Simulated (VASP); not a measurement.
# B2AsH2 (P4/mmm) in VASP: notebook

The runs below take B2AsH2 through single point, relaxation of cell and atoms, with PBE.

Everything below comes from runs of VASP 6.6.1. Logs are shortened: lines on timing, memory, paths and dates and some standing lists are left out, and cuts for length are marked.

## (1) The cell of the first run

Symmetry: P4/mmm, No. 123, tetragonal system. Conventional cell: a = 3.314 Å, b = 3.314 Å, c = 4.647 Å, α = 90.00°, β = 90.00°, γ = 90.00°. Within 2.2 Å of B (site symmetry 4mm) lie 1 B at 1.66 Å. H (site symmetry 4mm) has 1 H at 0.80 Å within 1.1 Å. As (site symmetry 4/mmm) has 2 H at 1.93 Å and 8 B at 2.49 Å within 2.6 Å.

The cell was generated, and may not be a known phase.

## (2) Single point, PBE

File INCAR:

```
SYSTEM = B2AsH2
ALGO = Normal ; EDIFF = 1E-6
ENCUT = 520 ; GGA = PE
ISIF = 2 ; ISMEAR = 0
LASPH = .TRUE. ; LCHARG = .FALSE.
LREAL = .FALSE. ; LWAVE = .FALSE.
NBANDS = 14 ; NELM = 60
PREC = Accurate ; SIGMA = 0.1
```

File KPOINTS:

```
k-points
0
G
  6 6 4
  0 0 0
```

File POSCAR:

```
B2AsH2
1.0
    3.3138082915      0.0000000000      0.0000000000
    0.0000000000      3.3138082915      0.0000000000
    0.0000000000      0.0000000000      4.6469267926
B H As
2 2 1
Direct
    0.0000000000      0.0000000000      0.3215420919
    0.0000000000      0.0000000000      0.6784579081
    0.5000000000      0.5000000000      0.9142546669
    0.5000000000      0.5000000000      0.0857453331
    0.5000000000      0.5000000000      0.5000000000
```

Potentials or basis: VASP PAW PBE potentials, release 64 (B, H, As).

Command:

```bash
$ cat potpaw_PBE.64/B/POTCAR potpaw_PBE.64/H/POTCAR potpaw_PBE.64/As/POTCAR > POTCAR
$ mpirun -np 1 vasp_std > vasp.out
```

OUTCAR:

```text
SYSTEM = B2AsH2
   EDIFF = 1E-6
   ENCUT = 520
   GGA = PE
   ISIF = 2
   ISMEAR = 0
   LASPH = .TRUE.
   LREAL = .FALSE.
   NELM = 60
   PREC = Accurate

 ion  position               nearest neighbor table
   1  0.000  0.000  0.322-   2 1.66   5 2.49   5 2.49   5 2.49   5 2.49
   2  0.000  0.000  0.678-   1 1.66   5 2.49   5 2.49   5 2.49   5 2.49
   3  0.500  0.500  0.914-   4 0.80
   4  0.500  0.500  0.086-   3 0.80
   5  0.500  0.500  0.500-   1 2.49   2 2.49   1 2.49   2 2.49   1 2.49   2 2.49   1 2.49   2 2.49

  LATTYP: Found a simple tetragonal cell.
 ALAT       =     3.3138082915
 C/A-ratio  =     1.4022919807

  Lattice vectors:

 A1 = (   3.3138082915,   0.0000000000,   0.0000000000)
 A2 = (   0.0000000000,   3.3138082915,   0.0000000000)
 A3 = (   0.0000000000,   0.0000000000,   4.6469267926)

Analysis of symmetry for initial positions (statically):
=====================================================================
 Subroutine PRICEL returns:
 Original cell was already a primitive cell.

 Routine SETGRP: Setting up the symmetry group for a
 simple tetragonal supercell.

 Subroutine GETGRP returns: Found 16 space group operations
 (whereof 16 operations were pure point group operations)
 out of a pool of 16 trial point group operations.

The static configuration has the point symmetry D_4h.

Analysis of symmetry for dynamics (positions and initial velocities):
=====================================================================
 Subroutine PRICEL returns:
 Original cell was already a primitive cell.

 Routine SETGRP: Setting up the symmetry group for a
 simple tetragonal supercell.

 Subroutine GETGRP returns: Found 16 space group operations
 (whereof 16 operations were pure point group operations)
 out of a pool of 16 trial point group operations.

The dynamic configuration has the point symmetry D_4h.

 Subroutine INISYM returns: Found 16 space group operations
 (whereof 16 operations are pure point group operations),
 and found     1 'primitive' translations

----------------------------------------------------------------------------------------

                                     Primitive cell

  volume of cell :      51.0294

  direct lattice vectors                    reciprocal lattice vectors
     3.313808292  0.000000000  0.000000000     0.301767608  0.000000000  0.000000000
     0.000000000  3.313808292  0.000000000     0.000000000  0.301767608  0.000000000
[... 106 lines left out ...]
   ISMEAR =     0;   SIGMA  =   0.10  broadening in eV -4-tet -1-fermi 0-gaus
   EFERMI_NEDOS =   21; number of points for ismear=-14 and -15
   IALGO  =     38    algorithm
   IMIX   =      4    mixing-type and parameters
     AMIX     =   0.40;   BMIX     =  1.00
     AMIX_MAG =   1.60;   BMIX_MAG =  1.00
  volume/ion in A,a.u.               =      10.21        68.87
  Fermi-wavevector in a.u.,A,eV,Ry     =   1.037805  1.961167 14.654008  1.077039
  Thomas-Fermi vector in A             =   2.172260
   LORBIT       =      0    0 simple, 1 ext, 2 COOP (PROOUT), +10 PAW based schemes
   GGA     = PE    functional components
   LHFCALC =     F    Hartree Fock is set to
   AEXX    =    0.0000 exact exchange contribution
   IVDW    =     0    specifies the selected vdW correction
   LEPSILON=     F    determine dielectric tensor
   LRPA    =     F    only Hartree local field effects (RPA)
 non-spin polarized calculation
 Gauss-broadening in eV      SIGMA  =   0.10
  energy-cutoff  :      520.00
  volume of cell :       51.03
 maximum number of plane-waves:      1400
 NGX is ok and might be reduce to    28
   NGX = 13   NGY = 13   NGZ = 17

 number of electron      12.9999998 magnetization

 Free energy of the ion-electron system (eV)
  ---------------------------------------------------
  ext. energy  EPLUGINS =         0.00000000
  ---------------------------------------------------
  free energy    TOTEN  =       -18.46999224 eV

  energy without entropy =      -18.46072122  energy(sigma->0) =      -18.46535673

 E-fermi :   3.3662     XC(G=0):  -9.9273

 val. band max:        3.3157533987   @ k =   0.5000   0.0000   0.0000
 cond. band min:       3.3838713592   @ k =   0.0000   0.0000   0.0000
 fundamental gap:      0.0681179605
 Fermi energy:         3.3662075238

 k-point     1 :       0.0000    0.0000    0.0000
  band No.  band energies     occupation
      1     -11.2313      2.00000
      2      -3.4831      2.00000
      3      -2.3815      2.00000
      4      -0.0796      2.00000
      5       0.5730      2.00000
      6       0.5730      2.00000
      7       3.3839      0.80274
      8       6.5798      0.00000
      9       7.9518      0.00000
     10       7.9518      0.00000
     11       8.4153      0.00000
     12      10.6135      0.00000
     13      10.6135      0.00000
     14      15.4785      0.00000
[... 377 lines left out ...]
      1      -8.5600      2.00000
      2      -7.0203      2.00000
      3      -4.7397      2.00000
      4      -0.7382      2.00000
      5       3.4817      0.10234
      6       4.2898      0.00000
      7       4.3399      0.00000
      8       4.5464      0.00000
      9       5.3773      0.00000
     10       6.8675      0.00000
     11       8.1791      0.00000
     12       9.9824      0.00000
     13      10.0093      0.00000
     14      12.0057      0.00000

 [... further k-points ...]

------------------------ aborting loop because EDIFF is reached ----------------------------------------

  FORCE on cell =-STRESS in cart. coord.  units (eV):
  Direction    XX          YY          ZZ          XY          YZ          ZX
  --------------------------------------------------------------------------------------
  -------------------------------------------------------------------------------------
  Total       -0.0134561     -0.0134561     -0.0813659      0.0000000      0.0000000      0.0000000
  in kB       -0.4224833     -0.4224833     -2.5546564      0.0000000      0.0000000      0.0000000
  external PRESSURE =      -1.1332077 kB  Pullay stress =       0.0000000 kB

 VOLUME and BASIS-vectors are now :
 -----------------------------------------------------------------------------
  energy-cutoff  :      520.00
  volume of cell :       51.03
      direct lattice vectors                 reciprocal lattice vectors
     3.313808292  0.000000000  0.000000000     0.301767608  0.000000000  0.000000000
     0.000000000  3.313808292  0.000000000     0.000000000  0.301767608  0.000000000
     0.000000000  0.000000000  4.646926793     0.000000000  0.000000000  0.215195988

 POSITION                                       TOTAL-FORCE (eV/Angst)
 -----------------------------------------------------------------------------------
      0.00000      0.00000      1.49418        -0.000000      0.000000     -0.011414
      0.00000      0.00000      3.15274         0.000000     -0.000000      0.011414
      1.65690      1.65690      4.24847         0.000000      0.000000      0.039232
      1.65690      1.65690      0.39845         0.000000     -0.000000     -0.039232
      1.65690      1.65690      2.32346         0.000000     -0.000000      0.000000
 -----------------------------------------------------------------------------------
    total drift:                                0.000000      0.000000      0.000000

  FREE ENERGIE OF THE ION-ELECTRON SYSTEM (eV)
  ---------------------------------------------------
  free  energy   TOTEN  =       -18.4699922400 eV

  energy  without entropy=      -18.4607212167  energy(sigma->0) =      -18.46535673
```

OSZICAR:

```text
N       E                     dE             d eps       ncg     rms          rms(c)
DAV:   1     0.212548729176E+02    0.21255E+02   -0.52218E+03   840   0.752E+02
DAV:   2    -0.178274226048E+02   -0.39082E+02   -0.35604E+02  1110   0.129E+02
DAV:   3    -0.195628586349E+02   -0.17354E+01   -0.17255E+01  1062   0.250E+01
DAV:   4    -0.195713541972E+02   -0.84956E-02   -0.84944E-02   972   0.199E+00
DAV:   5    -0.195714049981E+02   -0.50801E-04   -0.50798E-04  1068   0.149E-01    0.613E+00
DAV:   6    -0.186233045859E+02    0.94810E+00   -0.11577E+00   954   0.618E+00    0.302E+00
DAV:   7    -0.184695198669E+02    0.15378E+00   -0.57642E-01   978   0.420E+00    0.108E+00
DAV:   8    -0.184694584031E+02    0.61464E-04   -0.65036E-02  1002   0.149E+00    0.330E-01
DAV:   9    -0.184698164054E+02   -0.35800E-03   -0.27223E-03   984   0.319E-01    0.113E-01
DAV:  10    -0.184699715962E+02   -0.15519E-03   -0.54381E-04   906   0.141E-01    0.184E-02
DAV:  11    -0.184699902698E+02   -0.18674E-04   -0.78212E-05  1032   0.537E-02    0.105E-02
DAV:  12    -0.184699917333E+02   -0.14635E-05   -0.62743E-06  1020   0.170E-02    0.405E-03
DAV:  13    -0.184699922400E+02   -0.50663E-06   -0.22148E-06   924   0.838E-03
   1 F= -.18469992E+02 E0= -.18465357E+02  d E =-.927102E-02
```

stdout:

```text
POSCAR found type information on POSCAR B H As
 POSCAR found :  3 types and       5 ions
 scaLAPACK will be used
 LDA part: xc-table for (Slater+PW92), standard interpolation
 POSCAR, INCAR and KPOINTS ok, starting setup
 FFT: planning ... GRIDC
 FFT: planning ... GRID_SOFT
 FFT: planning ... GRID
 WAVECAR not read
 entering main loop
```

Wall time 12 s (1 thread of Intel Xeon 6975P-C (Granite Rapids), shared host); peak memory 0.17 GiB.

What came out:

```yaml
Free_energy: -18.4700 eV
Pressure: -0.1 GPa
Largest_force: 0.039 eV/Å
Band_gap_on_the_k_mesh: zero (an odd number of electrons rules out a gap without spin polarisation)
```

Forces in eV/Å, atoms in the order of the input:
```
B    0.000  0.000 -0.011
B    0.000  0.000  0.011
H    0.000  0.000  0.039
H    0.000  0.000 -0.039
As   0.000  0.000  0.000
```

Levels at points of the mesh, in eV from the Fermi level:
| k point | band 2 | band 3 | band 4 | band 5 | band 6 | band 7 | band 8 | band 9 | band 10 | band 11 |
| --- | --- | --- | --- | --- | --- | --- | --- | --- | --- | --- |
| (0.00, 0.00, 0.00) | -6.85 | -5.75 | -3.45 | -2.79 | -2.79 | 0.02 | 3.21 | 4.59 | 4.59 | 5.05 |
| (0.50, 0.00, 0.00) | -10.52 | -5.27 | -3.65 | -1.98 | -1.62 | -0.05 | 1.08 | 1.72 | 2.51 | 5.41 |
| (0.50, 0.50, 0.00) | -8.36 | -6.56 | -6.56 | -4.52 | -1.84 | -0.49 | -0.41 | 1.59 | 1.59 | 6.25 |
| (0.00, 0.00, 0.50) | -9.38 | -3.94 | -2.66 | -2.66 | -1.92 | 1.16 | 2.63 | 3.73 | 3.73 | 5.34 |
| (0.50, 0.00, 0.50) | -10.39 | -8.11 | -4.10 | 0.12 | 0.92 | 0.97 | 1.18 | 2.01 | 3.50 | 4.81 |
| (0.50, 0.50, 0.50) | -8.26 | -7.32 | -6.39 | -6.39 | -2.46 | 0.21 | 0.21 | 2.42 | 3.32 | 7.95 |

Caveat: an odd number of electrons without spin polarisation forces a metal; a magnetic or distorted state may lie lower.

(Continued in part 2 of 2.)

The gap in the log of VASP goes by the Fermi energy; the results here count the filled bands.